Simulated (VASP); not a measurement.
Here is a VASP 6.6.1 calculation.

The input INCAR:

```
SYSTEM = Mo
  PREC = Accurate
  ENCUT = 600
  EDIFF = 1E-6
  ISMEAR = -1
  SIGMA = 0.08
  LREAL = .FALSE.
  LASPH = .TRUE.
  NELM = 80
  ALGO = Normal
  ISIF = 3
  LWAVE = .FALSE.
  LCHARG = .FALSE.
  GGA = PE
  IBRION = 2
  NSW = 60
  EDIFFG = -0.005
```

The input KPOINTS:

```
Automatic mesh
0
G
  18 18 16
  0 0 0
```

File POSCAR:

```
Mo
1.0
    2.7238590252      0.0000000000      0.0000000000
   -1.3619295126      2.3589311122      0.0000000000
    0.0000000000      0.0000000000      2.5604274837
Mo
1
Direct
    0.0000000000      0.0000000000      0.0000000000
```

Potentials or basis: VASP PAW PBE potentials, release 64 (Mo_sv).

The run is started by

```sh
$ cat potpaw_PBE.64/Mo_sv/POTCAR > POTCAR
$ mpirun -np 1 vasp_std > vasp.out
```

Q: Predict the band gap on the k mesh.

A: Zero (bands 7 and 8 overlap by 1.81 eV).

Q: What does it give for the relaxed volume?

A: 16.83 Å³/atom.

Q: Predict the relaxed cell.

A: a = 2.773 Å, b = 2.773 Å, c = 2.528 Å, α = 90.00°, β = 90.00°, γ = 120.00°.

Final structure:
```
CELL_PARAMETERS angstrom
2.77291 0.00000 0.00000
-1.38646 2.40141 0.00000
0.00000 0.00000 2.52754
ATOMIC_POSITIONS crystal
Mo 0.00000 0.00000 0.00000
```
